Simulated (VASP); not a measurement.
# TePb in VASP: further runs, part 2 of 2

VASP 6.6.1.

## (3) Single point, PBE (uniaxial z strain -2.0%)

File INCAR:

```
PREC = Accurate ; ENCUT = 520
EDIFF = 1E-7 ; ISMEAR = 0
SIGMA = 0.01 ; LREAL = F
LASPH = T ; NELM = 100
ALGO = Normal ; ISIF = 2
LWAVE = F ; LCHARG = F
GGA = PE ; NBANDS = 17
```

File KPOINTS:

```
regular mesh
0
Gamma
  4 4 4
```

File POSCAR:

```
TePb
1.0
    0.0000000000      3.2678368488      3.2024801118
    3.2678368488      0.0000000000      3.2024801118
    3.2678368488      3.2678368488      0.0000000000
Pb Te
1 1
Direct
    0.0000000000      0.0000000000      0.0000000000
    0.5000000000      0.5000000000      0.5000000000
```

Potentials or basis: VASP PAW PBE potentials, release 64 (Pb_d, Te).

Started as:

```
> cat potpaw_PBE.64/Pb_d/POTCAR potpaw_PBE.64/Te/POTCAR > POTCAR
> mpirun -np 1 vasp_std > vasp.out
```

OUTCAR:

```text
PREC = Accurate
   ENCUT = 520
   EDIFF = 1E-7
   ISMEAR = 0
   LREAL = F
   LASPH = T
   NELM = 100
   ISIF = 2
   GGA = PE

 ion  position               nearest neighbor table
   1  0.000  0.000  0.000-   2 3.20   2 3.20   2 3.27   2 3.27   2 3.27   2 3.27
   2  0.500  0.500  0.500-   1 3.20   1 3.20   1 3.27   1 3.27   1 3.27   1 3.27

  LATTYP: Found a body centered tetragonal cell.
 ALAT       =     4.6214191912
 C/A-ratio  =     1.3859292911

  Lattice vectors:

 A1 = (   0.0000000000,  -3.2678368488,  -3.2024801118)
 A2 = (   0.0000000000,   3.2678368488,  -3.2024801118)
 A3 = (   3.2678368488,   0.0000000000,   3.2024801118)

Analysis of symmetry for initial positions (statically):
=====================================================================
 Subroutine PRICEL returns:
 Original cell was already a primitive cell.

 Routine SETGRP: Setting up the symmetry group for a
 body centered tetragonal supercell.

 Subroutine GETGRP returns: Found 16 space group operations
 (whereof 16 operations were pure point group operations)
 out of a pool of 16 trial point group operations.

The static configuration has the point symmetry D_4h.

[... 147 lines left out ...]
  energy without entropy =       -7.49691051  energy(sigma->0) =       -7.49691051

 E-fermi :   5.5871     XC(G=0):  -9.2410

 val. band max:        5.4548310220   @ k =   0.5000   0.0000   0.0000
 cond. band min:       6.1971664225   @ k =   0.5000   0.0000   0.0000
 fundamental gap:      0.7423354005
 Fermi energy:         5.5871136706

 k-point     1 :       0.0000    0.0000    0.0000
  band No.  band energies     occupation
      1     -11.2644      2.00000
      2     -11.2579      2.00000
      3     -11.2557      2.00000
      4     -11.2506      2.00000
      5     -11.2506      2.00000
      6      -6.4617      2.00000
[... 237 lines left out ...]
      4     -11.2428      2.00000
      5     -11.2338      2.00000
      6      -4.7002      2.00000
[... 9 lines left out ...]
     16      16.2207      0.00000
     17      16.2771      0.00000

------------------------ aborting loop because EDIFF is reached ----------------------------------------

  FORCE on cell =-STRESS in cart. coord.  units (eV):
  Direction    XX          YY          ZZ          XY          YZ          ZX
  --------------------------------------------------------------------------------------
  -------------------------------------------------------------------------------------
  Total        0.2689481      0.2689481      1.4017810      0.0000000     -0.0000000     -0.0000000
  in kB        6.3000184      6.3000184     32.8362530      0.0000000     -0.0000000     -0.0000000
  external PRESSURE =      15.1454299 kB  Pullay stress =       0.0000000 kB

 VOLUME and BASIS-vectors are now :
 -----------------------------------------------------------------------------
  energy-cutoff  :      520.00
  volume of cell :       68.40
      direct lattice vectors                 reciprocal lattice vectors
     0.000000000  3.267836849  3.202480112    -0.153006415  0.153006415  0.156128995
     3.267836849  0.000000000  3.202480112     0.153006415 -0.153006415  0.156128995
     3.267836849  3.267836849  0.000000000     0.153006415  0.153006415 -0.156128995

 POSITION                                       TOTAL-FORCE (eV/Angst)
 -----------------------------------------------------------------------------------
      0.00000      0.00000      0.00000         0.000000      0.000000     -0.000000
      3.26784      3.26784      3.20248         0.000000      0.000000      0.000000
 -----------------------------------------------------------------------------------
    total drift:                               -0.000000      0.000000      0.000000

  FREE ENERGIE OF THE ION-ELECTRON SYSTEM (eV)
  ---------------------------------------------------
  free  energy   TOTEN  =        -7.4969105088 eV

  energy  without entropy=       -7.4969105088  energy(sigma->0) =       -7.49691051
```

OSZICAR:

```text
N       E                     dE             d eps       ncg     rms          rms(c)
DAV:   1     0.159744972517E+03    0.15974E+03   -0.92831E+03   442   0.116E+03
DAV:   2     0.437893332627E+01   -0.15537E+03   -0.15081E+03   460   0.313E+02
DAV:   3    -0.729582709383E+01   -0.11675E+02   -0.11415E+02   611   0.891E+01
DAV:   4    -0.761196047092E+01   -0.31613E+00   -0.31599E+00   531   0.161E+01
DAV:   5    -0.762592262066E+01   -0.13962E-01   -0.13962E-01   639   0.324E+00    0.328E+00
DAV:   6    -0.749900694404E+01    0.12692E+00   -0.28671E-01   631   0.362E+00    0.203E+00
DAV:   7    -0.749514396163E+01    0.38630E-02   -0.88159E-02   608   0.143E+00    0.944E-01
DAV:   8    -0.749702181547E+01   -0.18779E-02   -0.10526E-02   508   0.103E+00    0.163E-01
DAV:   9    -0.749685887758E+01    0.16294E-03   -0.13684E-03   689   0.390E-01    0.700E-02
DAV:  10    -0.749690585564E+01   -0.46978E-04   -0.15272E-04   522   0.900E-02    0.176E-02
DAV:  11    -0.749691115574E+01   -0.53001E-05   -0.33173E-05   619   0.486E-02    0.144E-02
DAV:  12    -0.749691117290E+01   -0.17159E-07   -0.18829E-06   531   0.916E-03    0.113E-02
DAV:  13    -0.749691047220E+01    0.70069E-06   -0.79310E-07   569   0.663E-03    0.215E-03
DAV:  14    -0.749691050876E+01   -0.36560E-07   -0.37858E-07   499   0.439E-03
   1 F= -.74969105E+01 E0= -.74969105E+01  d E =-.355976E-79
```

stdout:

```text
POSCAR found type information on POSCAR PbTe
 POSCAR found :  2 types and       2 ions
 scaLAPACK will be used
 LDA part: xc-table for (Slater+PW92), standard interpolation
 POSCAR, INCAR and KPOINTS ok, starting setup
 FFT: planning ... GRIDC
 FFT: planning ... GRID_SOFT
 FFT: planning ... GRID
 WAVECAR not read
 entering main loop
```

It took 17 s on 1 thread of Intel Xeon Platinum 8259CL at 2.50GHz (Skylake/Cascade Lake), shared host; peak memory 0.2 GiB.

Results:

```
Free energy            : -7.4969 eV
Pressure               : 1.5 GPa
Band gap on the k mesh : 0.74 eV, direct
```

Caveat: the cell differs from its parent crystal (uniaxial z strain -2.0%); spin-orbit coupling is left out, which moves the levels of the heavy elements. A k mesh can miss the band edges.

## (4) Single point, PBE (uniaxial z strain -1.0%)

File INCAR:

```
SYSTEM = TePb
PREC = Accurate ; ENCUT = 520
EDIFF = 1E-6 ; ISMEAR = 0
SIGMA = 0.01 ; LREAL = .False.
LASPH = .True. ; NELM = 60
ALGO = Normal ; ISIF = 2
LWAVE = .False. ; LCHARG = .False.
GGA = PE ; NBANDS = 17
```

File KPOINTS:

```
regular mesh
0
Gamma
  4 4 4
  0 0 0
```

File POSCAR:

```
TePb
1.0
    0.0000000000      3.2678368488      3.2351584803
    3.2678368488      0.0000000000      3.2351584803
    3.2678368488      3.2678368488      0.0000000000
Pb Te
1 1
Direct
    0.0000000000      0.0000000000      0.0000000000
    0.5000000000      0.5000000000      0.5000000000
```

Started as:

```
> cat potpaw_PBE.64/Pb_d/POTCAR potpaw_PBE.64/Te/POTCAR > POTCAR
> mpirun -np 1 vasp_std > vasp.out
```

Wall time 17 s (1 thread of Intel Xeon Platinum 8259CL at 2.50GHz (Skylake/Cascade Lake), shared host); peak memory 0.2 GiB.

The run converged. Its results:

| Property | Result |
| --- | --- |
| Free energy | -7.5082 eV |
| Pressure | 1.0 GPa |
| Band gap on the k mesh | 0.78 eV, direct |

Stress tensor (GPa, compression positive):
```
0.59 0.00 0.00
0.00 0.59 0.00
0.00 0.00 1.82
```

Levels at points of the mesh, in eV from the valence-band top:
| k point | band 8 | band 9 | band 10 | band 11 | band 12 | band 13 |
| --- | --- | --- | --- | --- | --- | --- |
| (0.00, 0.00, 0.00) | -1.32 | -1.22 | -1.22 | 3.98 | 3.98 | 4.20 |
| (0.50, 0.00, 0.00) | -0.83 | -0.80 | 0.00 | 0.78 | 1.31 | 1.35 |
| (0.50, 0.50, 0.00) | -4.32 | -2.67 | -2.67 | 3.37 | 5.36 | 5.36 |
| (0.50, 0.00, 0.50) | -4.30 | -2.71 | -2.60 | 3.40 | 5.28 | 5.53 |

Caveat: the cell differs from its parent crystal (uniaxial z strain -1.0%); spin-orbit coupling is left out, which moves the levels of the heavy elements. A k mesh can miss the band edges.

## (5) Single point, PBE (uniaxial z strain +1.0%)

File INCAR:

```
SYSTEM = TePb
  PREC = Accurate
  ENCUT = 520
  EDIFF = 1E-6
  ISMEAR = 0
  SIGMA = 0.01
  LREAL = .FALSE.
  LASPH = .TRUE.
  NELM = 60
  ALGO = Normal
  ISIF = 2
  LWAVE = .FALSE.
  LCHARG = .TRUE.
  GGA = PE
  LELF = .TRUE.
  LVHAR = .TRUE.
  NBANDS = 17
```

File KPOINTS:

```
Automatic mesh
0
G
  4 4 4
  0 0 0
```

File POSCAR:

```
TePb
1.0
    0.0000000000      3.2678368488      3.3005152173
    3.2678368488      0.0000000000      3.3005152173
    3.2678368488      3.2678368488      0.0000000000
Pb Te
1 1
Direct
    0.0000000000      0.0000000000      0.0000000000
    0.5000000000      0.5000000000      0.5000000000
```

Started as:

```
> cat potpaw_PBE.64/Pb_d/POTCAR potpaw_PBE.64/Te/POTCAR > POTCAR
> mpirun -np 1 vasp_std > vasp.out
```

It took 16 s on 1 thread of Intel Xeon Platinum 8259CL at 2.50GHz (Skylake/Cascade Lake), shared host; peak memory 0.21 GiB.

The run converged. Its results:

```yaml
Free_energy: -7.5138 eV
Pressure: 0.2 GPa
Band_gap_on_the_k_mesh: 0.82 eV, direct
```

Stress tensor (GPa, compression positive):
```
 0.53  0.00  0.00
 0.00  0.53  0.00
 0.00  0.00 -0.54
```

Levels at points of the mesh, in eV from the valence-band top:
```
           k point  band 8  band 9  band 10  band 11  band 12  band 13
(0.00, 0.00, 0.00)   -1.21   -1.21    -1.11     3.89     4.10     4.10
(0.50, 0.00, 0.00)   -0.76   -0.73     0.00     0.82     1.36     1.40
(0.50, 0.50, 0.00)   -4.14   -2.53    -2.53     3.50     5.35     5.35
(0.50, 0.00, 0.50)   -4.16   -2.60    -2.50     3.47     5.19     5.42
```

Caveat: the cell differs from its parent crystal (uniaxial z strain +1.0%); spin-orbit coupling is left out, which moves the levels of the heavy elements.

## (6) Summary

| cell | gap on the mesh (eV) | pressure (GPa) |
| --- | --- | --- |
| a = 4.621 Å, angles 60.0°, 2 atoms | 0.80 | 0.6 |
| a = 4.575, b = 4.575, c = 4.621 Å, angles 59.7, 59.7, 60.7°, 2 atoms | 0.74 | 1.5 |
| a = 4.598, b = 4.598, c = 4.621 Å, angles 59.8, 59.8, 60.3°, 2 atoms | 0.78 | 1.0 |
| a = 4.645, b = 4.645, c = 4.621 Å, angles 60.2, 60.2, 59.7°, 2 atoms | 0.82 | 0.2 |

Alike in all rows: task single point; level PBE; potentials or basis VASP PAW PBE potentials, release 64 (Pb_d, Te); no spin polarisation; k mesh 4 × 4 × 4; cutoff (eV) 520; smearing gaussian 0.01 eV.

Caveats: spin-orbit coupling is left out, which moves the levels of the heavy elements.

Absolute energies hang on the potentials; compare differences alone.
